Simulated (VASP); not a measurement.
Set up this calculation in VASP 6.6.1, as the native input.

```
Task                   : relaxation of cell and atoms
Functional             : PBE
Potentials or basis    : VASP PAW PBE potentials, release 64 (Pt_sv_GW)
Cutoff                 : 570 eV
k mesh                 : 6 × 6 × 6
Occupations            : gaussian, width 0.1 eV
Spin                   : no spin polarisation
Dipole correction      : no
Further INCAR settings : ALGO = Normal; EDIFF = 1e-07; IBRION = 2; EDIFFG = -0.04; NSW = 90; ISIF = 3
```

The structure of Pt lies in POSCAR:

```
Pt
1.0
    1.6424003055      0.9482402584      3.9328322670
   -1.6424003055      0.9482402584      3.9328322670
    0.0000000000     -1.8964805170      3.9328322670
Pt
2
Direct
    0.0577000000      0.0577000000      0.0577000000
    0.9423000000      0.9423000000      0.9423000000
```

The input as run:

INCAR

```
SYSTEM = Pt
ALGO = Normal
EDIFF = 1E-7
EDIFFG = -0.04
ENCUT = 570
GGA = PE
GGA_COMPAT = .False.
IBRION = 2
ISIF = 3
ISMEAR = 0
LASPH = .True.
LCHARG = .False.
LREAL = .False.
LWAVE = .False.
NELM = 120
NELMIN = 4
NSW = 90
PREC = Accurate
SIGMA = 0.1
```

KPOINTS

```
k-points
0
Gamma
  6 6 6
  0 0 0
```

Potentials or basis: VASP PAW PBE potentials, release 64 (Pt_sv_GW).

Launch:

```sh
$ cat potpaw_PBE.64/Pt_sv_GW/POTCAR > POTCAR
$ mpirun -np 1 vasp_std > vasp.out
```

Results of the run:

The relaxed volume is 15.48 Å³/atom. The relaxed cell is a = 4.861 Å, b = 4.861 Å, c = 4.861 Å, α = 33.37°, β = 33.37°, γ = 33.37°. The space group after relaxing (to 0.1 Å) is Fm-3m (No. 225) and the pressure after relaxing is 0.0 GPa. The largest force after relaxing is 0.012 eV/Å and the band gap on the k mesh is zero (bands 18 and 19 overlap by 1.84 eV).

Caveat: the k points lie up to 0.44 Å⁻¹ apart in the final cell, too coarse for converged energies and pressures of a metal; the volume moved by over 15 % at a fixed basis, so the end points are rough; spin-orbit coupling is left out, which moves the levels of the heavy elements.

Run time: 11 min on 1 thread of Intel(R) Xeon(R) 6975P-C (Granite Rapids), with other jobs on the host, peak memory 0.23 GiB.
